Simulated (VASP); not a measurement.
# SnSe2 (P-3m1) in VASP: notebook, part 2 of 2

VASP 6.6.1. Earlier steps stand in the parts before.

**3. Single point, PBE+D3(BJ)**

This run uses another cell than the first one, of 20.91 Å³/atom.

INCAR

```
ALGO = Normal
EDIFF = 1E-6
ENCUT = 500
GGA = PE
GGA_COMPAT = False
ISIF = 2
ISMEAR = 0
IVDW = 12
LASPH = True
LCHARG = False
LREAL = False
LWAVE = False
NBANDS = 20
NELM = 120
PREC = Accurate
SIGMA = 0.03
```

KPOINTS

```
k-points
0
Gamma
  12 12 6
```

POSCAR

```
SnSe2
1.0
    3.7920000000      0.0000000000      0.0000000000
   -1.8960000000      3.2839683311      0.0000000000
    0.0000000000      0.0000000000      5.0363000000
Sn Se
1 2
Direct
    0.0000000000      0.0000000000      0.0000000000
    0.3333333333      0.6666666667      0.2651331237
    0.6666666667      0.3333333333      0.7348668763
```

Potentials or basis: VASP PAW PBE potentials, release 64 (Sn_d, Se).

Launch:

```sh
$ cat potpaw_PBE.64/Sn_d/POTCAR potpaw_PBE.64/Se/POTCAR > POTCAR
$ mpirun -np 1 vasp_std > vasp.out
```

Wall time 51 s (1 thread of AMD EPYC 9R45 (Zen 5), shared host); peak memory 0.24 GiB.

It converged, with:

* Free energy: -11.9426 eV
* Pressure: 21.3 GPa
* Largest force: 2.602 eV/Å
* Band gap on the k mesh: zero (bands 13 and 14 overlap by 0.18 eV)
* Dispersion energy per atom: -0.449 eV

Forces in eV/Å, atoms in the order of the input:
```
Sn   0.000  0.000  0.000
Se   0.000  0.000  2.602
Se   0.000  0.000 -2.602
```

Stress tensor (GPa, compression positive):
```
19.63  0.00  0.00
 0.00 19.63  0.00
 0.00  0.00 24.54
```

Levels at points of the mesh, in eV from the Fermi level:
```tsv
k point	band 9	band 10	band 11	band 12	band 13	band 14	band 15	band 16	band 17	band 18
(0.00, 0.00, 0.00)	-2.46	-2.46	-2.36	-2.36	-0.04	0.21	1.15	3.70	3.70	8.03
(0.50, 0.00, 0.00)	-5.67	-5.05	-4.66	-2.79	-1.16	0.32	2.90	4.24	4.36	8.83
(0.00, 0.00, 0.50)	-3.33	-2.72	-2.72	-1.79	-1.79	1.51	1.65	2.64	2.64	6.33
(0.50, 0.00, 0.50)	-7.19	-4.46	-2.61	-2.56	-2.46	1.19	3.45	4.89	6.01	6.75
```

Caveat: the cell stands under pressure; semilocal functionals underestimate gaps, and a narrow one can read as zero; spin-orbit coupling is left out, which moves the levels of the heavy elements; forces of over 1 eV/Å act on the atoms, so gaps and moduli don't describe the material at rest.

**4. Single point, PBE+D3(BJ)**

This run uses another cell than the first one, of 32.68 Å³/atom.

INCAR

```
ALGO = Normal
EDIFF = 1E-6
ENCUT = 500
GGA = PE
GGA_COMPAT = F
ISIF = 2
ISMEAR = 0
IVDW = 12
LASPH = T
LCHARG = F
LREAL = F
LWAVE = F
NBANDS = 20
NELM = 120
PREC = Accurate
SIGMA = 0.03
```

KPOINTS is that of step 3.

POSCAR

```
SnSe2
1.0
    3.9360000000      0.0000000000      0.0000000000
   -1.9680000000      3.4086759893      0.0000000000
    0.0000000000      0.0000000000      7.3081000000
Sn Se
1 2
Direct
    0.0000000000      0.0000000000      0.0000000000
    0.3333333333      0.6666666667      0.2651331237
    0.6666666667      0.3333333333      0.7348668763
```

Launch:

```sh
$ cat potpaw_PBE.64/Sn_d/POTCAR potpaw_PBE.64/Se/POTCAR > POTCAR
$ mpirun -np 1 vasp_std > vasp.out
```

It took 78 s on 1 thread of AMD EPYC 9R45 (Zen 5), shared host; peak memory 0.31 GiB.

Results (log left out):

| Property | Result |
| --- | --- |
| Free energy | -11.8318 eV |
| Pressure | -8.6 GPa |
| Largest force | 1.951 eV/Å |
| Band gap on the k mesh | zero (bands 13 and 14 overlap by 0.49 eV) |
| Dispersion energy per atom | -0.282 eV |

Forces in eV/Å, atoms in the order of the input:
```
Sn   0.000  0.000  0.000
Se   0.000  0.000 -1.951
Se   0.000  0.000  1.951
```

Stress tensor (GPa, compression positive):
```
 -5.65   0.00   0.00
  0.00  -5.65   0.00
  0.00   0.00 -14.40
```

Levels at points of the mesh, in eV from the Fermi level:
```
           k point  band 11  band 12  band 13  band 14  band 15  band 16
(0.00, 0.00, 0.00)    -0.13    -0.01    -0.01     0.06     3.36     4.27
(0.50, 0.00, 0.00)    -1.58    -1.45    -0.32     0.29     2.94     4.09
(0.00, 0.00, 0.50)    -0.20     0.09     0.09     1.44     2.91     4.18
(0.50, 0.00, 0.50)    -1.33    -1.10    -0.53    -0.40     2.72     4.03
```

Caveat: the stress differs along the axes, from -14 to -6 GPa; semilocal functionals underestimate gaps, and a narrow one can read as zero; spin-orbit coupling is left out, which moves the levels of the heavy elements; forces of over 1 eV/Å act on the atoms, so gaps and moduli don't describe the material at rest.

**5. Single point, PBE+D3(BJ)**

This run uses another cell than the first one, of 21.07 Å³/atom.

INCAR

```
SYSTEM = SnSe2
ALGO = Normal
EDIFF = 1E-6
ENCUT = 500
GGA = PE
GGA_COMPAT = .False.
ISIF = 2
ISMEAR = 0
IVDW = 12
LASPH = .True.
LCHARG = .False.
LREAL = .False.
LWAVE = .False.
NBANDS = 20
NELM = 120
PREC = Accurate
SIGMA = 0.03
```

KPOINTS

```
k-points
0
Gamma
  12 12 6
  0 0 0
```

Edit POSCAR of step 4 so:

```diff
@@ -4,3 +4,3 @@
    -1.9680000000      3.4086759893      0.0000000000
-    0.0000000000      0.0000000000      7.3081000000
+    0.0000000000      0.0000000000      4.7118000000
 Sn Se
```

Launch:

```sh
$ cat potpaw_PBE.64/Sn_d/POTCAR potpaw_PBE.64/Se/POTCAR > POTCAR
$ mpirun -np 1 vasp_std > vasp.out
```

It took 53 s on 1 thread of AMD EPYC 9R45 (Zen 5), shared host; peak memory 0.24 GiB.

The run converged. Its results:

| Property | Result |
| --- | --- |
| Free energy | -11.8863 eV |
| Pressure | 18.6 GPa |
| Largest force | 2.422 eV/Å |
| Band gap on the k mesh | zero (bands 13 and 14 overlap by 0.24 eV) |
| Dispersion energy per atom | -0.446 eV |

Forces in eV/Å, atoms in the order of the input:
```
Sn   0.000  0.000  0.000
Se   0.000  0.000  2.422
Se   0.000  0.000 -2.422
```

Stress tensor (GPa, compression positive):
```
17.46  0.00  0.00
 0.00 17.46  0.00
 0.00  0.00 20.75
```

Levels at points of the mesh, in eV from the Fermi level:
| k point | band 9 | band 10 | band 11 | band 12 | band 13 | band 14 | band 15 | band 16 | band 17 | band 18 |
| --- | --- | --- | --- | --- | --- | --- | --- | --- | --- | --- |
| (0.00, 0.00, 0.00) | -2.80 | -2.80 | -2.74 | -2.74 | -0.84 | 0.42 | 0.85 | 3.73 | 3.73 | 8.11 |
| (0.50, 0.00, 0.00) | -5.35 | -5.04 | -4.29 | -2.53 | -0.95 | 0.27 | 3.01 | 4.40 | 4.42 | 8.58 |
| (0.00, 0.00, 0.50) | -3.01 | -3.01 | -2.98 | -2.05 | -2.05 | 1.12 | 1.34 | 2.22 | 2.22 | 5.83 |
| (0.50, 0.00, 0.50) | -7.05 | -4.58 | -2.75 | -2.65 | -2.34 | 1.84 | 3.58 | 6.05 | 6.92 | 7.30 |

Caveat: the cell stands under pressure; semilocal functionals underestimate gaps, and a narrow one can read as zero; spin-orbit coupling is left out, which moves the levels of the heavy elements; forces of over 1 eV/Å act on the atoms, so gaps and moduli don't describe the material at rest.

**6. Single point, PBE+D3(BJ)**

This run uses another cell than the first one, of 32.77 Å³/atom.

INCAR

```
SYSTEM = SnSe2
PREC     = Accurate       ! precision mode
ENCUT    = 500            ! plane-wave cutoff, eV
EDIFF    = 1E-6           ! SCF threshold, eV
ISMEAR   = 0              ! smearing method
SIGMA    = 0.03           ! smearing width, eV
LREAL    = .False.        ! projectors in reciprocal space
LASPH    = .True.         ! aspherical terms in the spheres
NELM     = 120            ! most SCF steps
ALGO     = Normal         ! electronic algorithm
ISIF     = 2              ! what is computed and relaxed
LWAVE    = .False.        ! write WAVECAR
LCHARG   = .False.        ! write CHGCAR
GGA      = PE             ! functional
IVDW     = 12             ! dispersion correction
NBANDS   = 20             ! bands
GGA_COMPAT= .False.
```

KPOINTS

```
Automatic mesh
0
Gamma
  12 12 6
  0 0 0
```

POSCAR

```
SnSe2
1.0
    4.0320000000      0.0000000000      0.0000000000
   -2.0160000000      3.4918144280      0.0000000000
    0.0000000000      0.0000000000      6.9835000000
Sn Se
1 2
Direct
    0.0000000000      0.0000000000      0.0000000000
    0.3333333333      0.6666666667      0.2651331237
    0.6666666667      0.3333333333      0.7348668763
```

Potentials or basis: VASP PAW PBE potentials, release 64 (Sn_d, Se).

Launch:

```sh
$ cat potpaw_PBE.64/Sn_d/POTCAR potpaw_PBE.64/Se/POTCAR > POTCAR
$ mpirun -np 1 vasp_std > vasp.out
```

Wall time 78 s (1 thread of AMD EPYC 9R45 (Zen 5), shared host); peak memory 0.31 GiB.

Results (log left out):

```yaml
Free_energy: -12.0177 eV
Pressure: -8.9 GPa
Largest_force: 1.722 eV/Å
Band_gap_on_the_k_mesh: zero (bands 13 and 14 overlap by 0.14 eV)
Dispersion_energy_per_atom: -0.281 eV
```

Forces on the atoms (eV/Å):
```
Sn   0.000  0.000  0.000
Se   0.000  0.000 -1.722
Se   0.000  0.000  1.722
```

Stress tensor (GPa, compression positive):
```
 -7.16   0.00   0.00
  0.00  -7.16   0.00
  0.00   0.00 -12.33
```

Levels at points of the mesh, in eV from the Fermi level:
```csv
k point,band 11,band 12,band 13,band 14,band 15,band 16
"(0.00, 0.00, 0.00)",-0.24,-0.12,-0.12,0.13,3.15,4.15
"(0.50, 0.00, 0.00)",-1.58,-1.33,-0.27,0.53,3.15,4.23
"(0.00, 0.00, 0.50)",-0.34,0.00,0.00,1.53,2.74,4.02
"(0.50, 0.00, 0.50)",-1.42,-0.85,-0.54,-0.12,3.19,4.15
```

Caveat: the stress differs along the axes, from -12 to -7 GPa; semilocal functionals underestimate gaps, and a narrow one can read as zero; spin-orbit coupling is left out, which moves the levels of the heavy elements; forces of over 1 eV/Å act on the atoms, so gaps and moduli don't describe the material at rest.

**7. Summary**

| cell | gap on the mesh (eV) | pressure (GPa) | largest force (eV/Å) |
| --- | --- | --- | --- |
| a = 3.984, b = 3.984, c = 6.984 Å, angles 90.0, 90.0, 120.0°, 3 atoms | none | -8.5 | 1.71 |
| a = 3.792, b = 3.792, c = 5.036 Å, angles 90.0, 90.0, 120.0°, 3 atoms | none | 21.3 | 2.60 |
| a = 3.936, b = 3.936, c = 7.308 Å, angles 90.0, 90.0, 120.0°, 3 atoms | none | -8.6 | 1.95 |
| a = 3.936, b = 3.936, c = 4.712 Å, angles 90.0, 90.0, 120.0°, 3 atoms | none | 18.6 | 2.42 |
| a = 4.032, b = 4.032, c = 6.984 Å, angles 90.0, 90.0, 120.0°, 3 atoms | none | -8.9 | 1.72 |

Alike in all rows: task single point; level PBE+D3(BJ); potentials or basis VASP PAW PBE potentials, release 64 (Sn_d, Se); no spin polarisation; k mesh 12 × 12 × 6; cutoff (eV) 500; smearing gaussian 0.03 eV.

Caveats: semilocal functionals underestimate gaps, and a narrow one can read as zero; spin-orbit coupling is left out, which moves the levels of the heavy elements; forces of over 1 eV/Å act on the atoms, so gaps and moduli don't describe the material at rest; the cell stands under pressure (at least some runs); the stress differs along the axes, from -13 to -6 GPa (at least some runs); the stress differs along the axes, from -14 to -6 GPa (at least some runs); the stress differs along the axes, from -12 to -7 GPa (at least some runs).

Absolute energies hang on the potentials; compare differences alone.
